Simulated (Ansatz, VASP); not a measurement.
# Sb in VASP and in Ansatz

POSCAR

```
Sb
1.0
    3.4203242672      0.0000000000      0.0000000000
   -1.7101621336      2.9620877046      0.0000000000
    0.0000000000      0.0000000000      5.5774459394
Sb
2
Direct
    0.6666666667      0.3333333333      0.7500000000
    0.3333333333      0.6666666667      0.2500000000
```

The input INCAR.step1:

```
  PREC = Accurate
  ENCUT = 520
  ISMEAR = -1
  SIGMA = 0.05
  LREAL = F
  LASPH = T
  NELM = 100
  NBANDS = 12
  GGA = PE
  ALGO = Normal
  EDIFF = 1E-4
  LWAVE = T
  LCHARG = F
```

Contents of INCAR.step2:

```
  PREC = Accurate
  ENCUT = 520
  EDIFF = 1E-6
  ISMEAR = -1
  SIGMA = 0.05
  LREAL = F
  LASPH = T
  NELM = 100
  ALGO = Normal
  ISIF = 2
  LWAVE = F
  LCHARG = F
  METAGGA = R2SCAN
  LMIXTAU = T
  NBANDS = 12
  ISTART = 1
```

KPOINTS

```
regular mesh
0
Gamma
  9 9 5
```

The input input.yaml:

```yaml
crystal:
  lattice:
    - [3.4203242672, 0.0, 0.0]
    - [-1.7101621336, 2.9620877046, 0.0]
    - [0.0, 0.0, 5.5774459394]
  atoms:
    - { symbol: Sb, position: [0.6666666667, 0.3333333333, 0.75] }
    - { symbol: Sb, position: [0.3333333333, 0.6666666667, 0.25] }
hamiltonian:
  xc: r2scan
  pseudopotentials: { kind: paw }
kpoints:
  mp_grid: { grid: [9, 9, 5] }
scf:
  occupations: { method: fermi_dirac, width: 0.05 }
output:
  forces: true
  stress: true
  eigenvalues: true
```

Alike in both runs: task single point; functional r2SCAN; k mesh 9 × 9 × 5; occupations fermi-dirac, width 0.05 eV; no spin polarisation.

|  | VASP | Ansatz |
| --- | --- | --- |
| version | VASP 6.6.1 | Ansatz 0.2.0 |
| potentials or method | VASP PAW PBE potentials, release 64 (Sb) | Ansatz PAW |
| plane-wave cutoff (eV) | 520 | 500 |
| valence electrons in the cell | 10 | 30 |

VASP gave:

| Property | Result |
| --- | --- |
| gap on the k mesh at the Fermi level (eV) | none |
| pressure (GPa) | -2.7 |
| traceless stress, the component that is largest in VASP (GPa) | -0.15 |

Estimate Ansatz's values.

gap on the k mesh at the Fermi level (eV): none; pressure (GPa): -2.6; traceless stress, the component that is largest in VASP (GPa): -0.15.

VASP's potentials were made for PBE, not for r2SCAN. A gap of «none» marks a metal or a gap that the smearing closes. VASP's potentials hold 10 valence electrons a cell and Ansatz's 30, so a difference there can come from the potentials and not from the codes.

Neither program's run includes spin-orbit coupling.
